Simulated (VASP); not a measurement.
# BaS in VASP: further runs, part 2 of 2

VASP 6.6.1. Earlier steps stand in the parts before.

## 5. Single point, r2SCAN (epitaxial xy strain -1.1%)

The input, POSCAR:

```
BaS
1.0
    0.0000000000      3.1755025805      3.2259768484
    3.1755025805      0.0000000000      3.2259768484
    3.1755025805      3.1755025805      0.0000000000
Ba S
1 1
Direct
    0.0000000000      0.0000000000      0.0000000000
    0.5000000000      0.5000000000      0.5000000000
```

The input, INCAR.step1:

```
SYSTEM = BaS
PREC     = Accurate       ! precision mode
ENCUT    = 520            ! plane-wave cutoff, eV
ISMEAR   = 0              ! smearing method
SIGMA    = 0.01           ! smearing width, eV
LREAL    = .False.        ! projectors in reciprocal space
LASPH    = .True.         ! aspherical terms in the spheres
NELM     = 100            ! most SCF steps
NBANDS   = 15             ! bands
GGA      = PE             ! functional
ALGO     = Normal         ! electronic algorithm
EDIFF    = 1E-4           ! SCF threshold, eV
LWAVE    = .True.         ! write WAVECAR
LCHARG   = .False.        ! write CHGCAR
```

The input, INCAR.step2:

```
SYSTEM = BaS
PREC     = Accurate       ! precision mode
ENCUT    = 520            ! plane-wave cutoff, eV
EDIFF    = 1E-6           ! SCF threshold, eV
ISMEAR   = 0              ! smearing method
SIGMA    = 0.01           ! smearing width, eV
LREAL    = .False.        ! projectors in reciprocal space
LASPH    = .True.         ! aspherical terms in the spheres
NELM     = 100            ! most SCF steps
ALGO     = Normal         ! electronic algorithm
ISIF     = 2              ! what is computed and relaxed
LWAVE    = .False.        ! write WAVECAR
LCHARG   = .False.        ! write CHGCAR
METAGGA  = R2SCAN         ! meta-GGA
LMIXTAU  = .True.       
NBANDS   = 15             ! bands
ISTART   = 1
```

The input, KPOINTS:

```
regular mesh
0
Gamma
  8 8 8
  0 0 0
```

Potentials or basis: VASP PAW PBE potentials, release 64 (Ba_sv, S).

Command:

```sh
> cat potpaw_PBE.64/Ba_sv/POTCAR potpaw_PBE.64/S/POTCAR > POTCAR
> cp INCAR.step1 INCAR
> mpirun -np 1 vasp_std > vasp.out
> cp INCAR.step2 INCAR
> mpirun -np 1 vasp_std > vasp.out
```

OUTCAR:

```text
SYSTEM = BaS
   PREC = Accurate
   ENCUT = 520
   EDIFF = 1E-6
   ISMEAR = 0
   LREAL = .False.
   LASPH = .True.
   NELM = 100
   ISIF = 2
   METAGGA = R2SCAN
   ISTART = 1

 ion  position               nearest neighbor table
   1  0.000  0.000  0.000-   2 3.18   2 3.18   2 3.18   2 3.18   2 3.23   2 3.23
   2  0.500  0.500  0.500-   1 3.18   1 3.18   1 3.18   1 3.18   1 3.23   1 3.23

  LATTYP: Found a body centered tetragonal cell.
 ALAT       =     4.4908388167
 C/A-ratio  =     1.4366923330

  Lattice vectors:

 A1 = (  -3.1755025805,   0.0000000000,   3.2259768484)
[... 612 lines left out ...]
     12       7.7407      0.00000
     13       8.5066      0.00000
     14      10.0407      0.00000
     15      12.1342      0.00000

 [... further k-points ...]
[... 5 lines left out ...]
  --------------------------------------------------------------------------------------
  -------------------------------------------------------------------------------------
  Total        0.8160166      0.8160166      0.2117962      0.0000000      0.0000000      0.0000000
  in kB       20.0952490     20.0952490      5.2156990      0.0000000      0.0000000      0.0000000
  external PRESSURE =      15.1353990 kB  Pullay stress =       0.0000000 kB

 VOLUME and BASIS-vectors are now :
 -----------------------------------------------------------------------------
  energy-cutoff  :      520.00
  volume of cell :       65.06
      direct lattice vectors                 reciprocal lattice vectors
     0.000000000  3.175502580  3.225976848    -0.157455391  0.157455391  0.154991813
     3.175502580  0.000000000  3.225976848     0.157455391 -0.157455391  0.154991813
     3.175502580  3.175502580  0.000000000     0.157455391  0.157455391 -0.154991813

 POSITION                                       TOTAL-FORCE (eV/Angst)
 -----------------------------------------------------------------------------------
      0.00000      0.00000      0.00000        -0.000000     -0.000000      0.000000
      3.17550      3.17550      3.22598         0.000000      0.000000     -0.000000
 -----------------------------------------------------------------------------------
    total drift:                                0.000000      0.000000      0.000000

  FREE ENERGIE OF THE ION-ELECTRON SYSTEM (eV)
  ---------------------------------------------------
  free  energy   TOTEN  =       -39.1943595912 eV

  energy  without entropy=      -39.1943595912  energy(sigma->0) =      -39.19435959
```

OUTCAR.step1:

```text
SYSTEM = BaS
   PREC = Accurate
   ENCUT = 520
   ISMEAR = 0
   LREAL = .False.
   LASPH = .True.
[... 655 lines left out ...]
      0.00000      0.00000      0.00000        -0.000000     -0.000000      0.000000
      3.17550      3.17550      3.22598         0.000000      0.000000     -0.000000
 -----------------------------------------------------------------------------------
    total drift:                                0.000000      0.000000      0.000000

  FREE ENERGIE OF THE ION-ELECTRON SYSTEM (eV)
  ---------------------------------------------------
  free  energy   TOTEN  =       -10.1809745662 eV

  energy  without entropy=      -10.1809745662  energy(sigma->0) =      -10.18097457
```

OSZICAR.step1:

```text
N       E                     dE             d eps       ncg     rms          rms(c)
DAV:   1     0.835359554841E+02    0.83536E+02   -0.68431E+03  1770   0.927E+02
DAV:   2    -0.581759971974E+01   -0.89354E+02   -0.80024E+02  2438   0.167E+02
DAV:   3    -0.105646704432E+02   -0.47471E+01   -0.47106E+01  2480   0.413E+01
DAV:   4    -0.106605490562E+02   -0.95879E-01   -0.95860E-01  2220   0.583E+00
DAV:   5    -0.106626959199E+02   -0.21469E-02   -0.21468E-02  2496   0.714E-01    0.483E+00
DAV:   6    -0.101639763277E+02    0.49872E+00   -0.67720E-01  2036   0.496E+00    0.331E+00
DAV:   7    -0.101658324636E+02   -0.18561E-02   -0.18656E-01  2289   0.243E+00    0.212E+00
DAV:   8    -0.101796025788E+02   -0.13770E-01   -0.24592E-02  1987   0.113E+00    0.201E-01
DAV:   9    -0.101800450881E+02   -0.44251E-03   -0.32742E-03  2309   0.416E-01    0.146E-01
DAV:  10    -0.101808883302E+02   -0.84324E-03   -0.97071E-04  1868   0.210E-01    0.387E-02
DAV:  11    -0.101809745662E+02   -0.86236E-04   -0.11534E-04  2184   0.652E-02
   1 F= -.10180975E+02 E0= -.10180975E+02  d E =-.379175E-44
```

Wall time 2.8 min (1 thread of Intel Xeon Platinum 8259CL at 2.50GHz (Skylake/Cascade Lake), shared host); peak memory 0.25 GiB.

Results:

| Quantity | Value |
| --- | --- |
| Free energy | -39.1944 eV |
| Pressure | 1.5 GPa |
| Band gap on the k mesh | 2.44 eV (least direct gap 2.57 eV) |

Levels at points of the mesh, in eV from the valence-band top:
```csv
k point,band 4,band 5,band 6,band 7,band 8,band 9,band 10,band 11,band 12,band 13
"(0.00, 0.00, 0.00)",-11.46,-10.82,-0.05,0.00,0.00,4.20,4.22,4.33,4.33,5.30
"(0.50, 0.00, 0.00)",-11.48,-9.46,-1.94,-1.11,-1.10,6.02,6.12,6.82,6.87,9.50
"(0.50, 0.50, 0.00)",-11.64,-10.73,-0.60,-0.13,-0.13,2.45,6.48,6.71,8.04,8.04
"(0.50, 0.00, 0.50)",-11.65,-10.73,-0.51,-0.19,-0.13,2.44,6.48,6.76,7.95,8.10
```

Caveat: the cell differs from its parent crystal (epitaxial xy strain -1.1%); the PAW data sets were made with another functional, which shifts forces and pressure a little; spin-orbit coupling is left out, which moves the levels of the heavy elements. A k mesh can miss the band edges.

## 6. Overview

```tsv
level	cell	smearing	gap on the mesh (eV)	pressure (GPa)
r2SCAN	a = 4.533 Å, angles 60.1°, 2 atoms	gaussian 0.01 eV	2.48	0.7
PBE	a = 4.527, b = 4.527, c = 4.491 Å, angles 60.3, 60.3, 59.5°, 2 atoms	fermi-dirac 0.02 eV	2.08	1.5
PBE	a = 4.533 Å, angles 60.1°, 2 atoms	fermi-dirac 0.02 eV	2.13	0.8
r2SCAN	a = 4.527, b = 4.527, c = 4.491 Å, angles 60.3, 60.3, 59.5°, 2 atoms	gaussian 0.01 eV	2.44	1.5
```

Alike in all rows: task single point; potentials or basis VASP PAW PBE potentials, release 64 (Ba_sv, S); no spin polarisation; k mesh 8 × 8 × 8; cutoff (eV) 520.

Caveats: spin-orbit coupling is left out, which moves the levels of the heavy elements; the PAW data sets were made with another functional, which shifts forces and pressure a little (at least some runs).

Absolute energies hang on the potentials; compare differences alone.
